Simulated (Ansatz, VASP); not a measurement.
# Two plane-wave programs on Mg3CdS2

```
Mg Cd S
1.0
     4.47052    0.00000    0.00000
    -2.23526    3.87158    0.00000
     0.00000    0.00000    8.73610
Mg Cd S
3 1 2
Direct
  0.33333 0.66667 0.50000
  0.66667 0.33333 0.50000
  0.00000 0.00000 0.00000
  0.00000 0.00000 0.50000
  0.00000 0.00000 0.24121
  0.00000 0.00000 0.75879
```

Alike in both runs: task single point; functional PBE; k mesh 6 × 6 × 2; occupations gaussian, width 0.1 eV; no spin polarisation.

|  | VASP | Ansatz |
| --- | --- | --- |
| version | VASP 6.6.1 | Ansatz 0.2.0 |
| potentials or method | VASP PAW PBE potentials, release 64 (Mg, Cd, S), cutoff 520 eV | scalar-relativistic, plane waves, PAW |
| valence electrons in the cell | 30 | 62 |

```csv
,VASP,Ansatz,Ansatz less VASP
gap on the k mesh at the Fermi level (eV),none,none,-
pressure (GPa),19.7,19.4,-0.25
"traceless stress, the component that is largest in VASP (GPa)",7.60,7.21,-0.384
rms of the force components (eV/Å),0.347,0.323,-0.0241
```

Atom by atom the forces differ by 0.024 eV/Å (rms over components). A gap of «none» marks a metal or a gap that the smearing closes. With one functional, cell and mesh, what is left measures potentials, basis and numerics. VASP's potentials hold 30 valence electrons a cell and Ansatz's 62, so a difference there can come from the potentials and not from the codes.
